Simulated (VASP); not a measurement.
Here is a VASP 6.6.1 calculation.

The input INCAR:

```
ALGO = Normal
EDIFF = 1E-6
ENCUT = 520
GGA = PE
ISIF = 2
ISMEAR = 0
LASPH = T
LCHARG = T
LELF = T
LREAL = F
LVHAR = T
LWAVE = F
NBANDS = 30
NELM = 80
PREC = Accurate
SIGMA = 0.1
```

Contents of KPOINTS:

```
k-points
0
Gamma
  4 4 4
```

The input POSCAR:

```
La2TaO2
1.0
    4.1135030200      0.0000000000      0.0000000000
    0.0000000000      4.1135030200      0.0000000000
    0.0000000000      0.0000000000      5.6916120900
La Ta O
2 1 2
Direct
    0.5000000000      0.5000000000      0.0000000000
    0.5000000000      0.5000000000      0.5000000000
    0.0000000000      0.0000000000      0.0000000000
    0.0000000000      0.5000000000      0.0000000000
    0.5000000000      0.0000000000      0.0000000000
```

Potentials or basis: VASP PAW PBE potentials, release 64 (La, Ta_pv, O).

Launch:

```bash
$ cat potpaw_PBE.64/La/POTCAR potpaw_PBE.64/Ta_pv/POTCAR potpaw_PBE.64/O/POTCAR > POTCAR
$ mpirun -np 1 vasp_std > vasp.out
```

Q: What does it give for the pressure?

A: 40.3 GPa.

Q: Predict the band gap on the k mesh.

A: Zero (an odd number of electrons rules out a gap without spin polarisation).

Stress tensor (GPa, compression positive):
```
51.38  0.00  0.00
 0.00 51.38  0.00
 0.00  0.00 18.02
```

Caveat: the k points lie up to 0.38 Å⁻¹ apart, too coarse for converged energies and pressures of a metal; spin-orbit coupling is left out, which moves the levels of the heavy elements; an odd number of electrons without spin polarisation forces a metal; a magnetic or distorted state may lie lower.
